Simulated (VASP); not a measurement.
# COH4: single point with PBE+D3(BJ)

The system is COH4, in a box.

```
CELL_PARAMETERS angstrom
5.80381 0.00000 0.00000
-2.90191 7.57358 0.00000
0.00000 0.00000 25.87556
ATOMIC_POSITIONS crystal
C 0.73598 0.88946 0.64496
O 0.95430 0.93602 0.61325
H 0.78888 0.93740 0.68450
H 0.64924 0.74565 0.64420
H 0.60634 0.94886 0.62936
H 0.01451 0.06442 0.60394
```

```json
{
 "Program": "VASP 6.6.1",
 "Task": "single point",
 "Functional": "PBE",
 "Dispersion": "D3(BJ)",
 "Potentials or basis": "VASP PAW PBE potentials, release 64 (C, O, H)",
 "Cutoff": "520 eV",
 "k mesh": "4 × 3 × 1",
 "Occupations": "gaussian, width 0.1 eV",
 "Spin": "no spin polarisation",
 "Dipole correction": "yes",
 "Further INCAR settings": "ALGO = Normal; EDIFF = 1e-06; NBANDS = 16"
}
```

```json
{"Largest force": "1.439 eV/Å", "Gap between the frontier levels": "4.97 eV (least direct gap 5.02 eV)", "Dispersion energy per atom": "-0.010 eV", "Ionisation potential of the upper face": "6.03 eV"}
```

Forces in eV/Å, atoms in the order of the input:
```
C    0.180  0.796 -0.401
O    0.172  0.946 -0.479
H   -0.173 -0.136  0.207
H    0.028 -0.078  0.043
H   -0.029 -0.185  0.141
H   -0.178 -1.342  0.489
```

Levels at points of the mesh, in eV from the valence-band top:
| k point | band 5 | band 6 | band 7 | band 8 | band 9 | band 10 |
| --- | --- | --- | --- | --- | --- | --- |
| (0.00, 0.00, 0.00) | -4.13 | -1.71 | -0.06 | 4.97 | 5.83 | 6.21 |
| (0.50, 0.00, 0.00) | -4.14 | -1.65 | 0.00 | 5.62 | 6.23 | 7.01 |

It took 5.5 min on 1 thread of AMD EPYC 7R43 64-Core Processor (Zen 3), with other jobs on the host, peak memory 1 GiB.
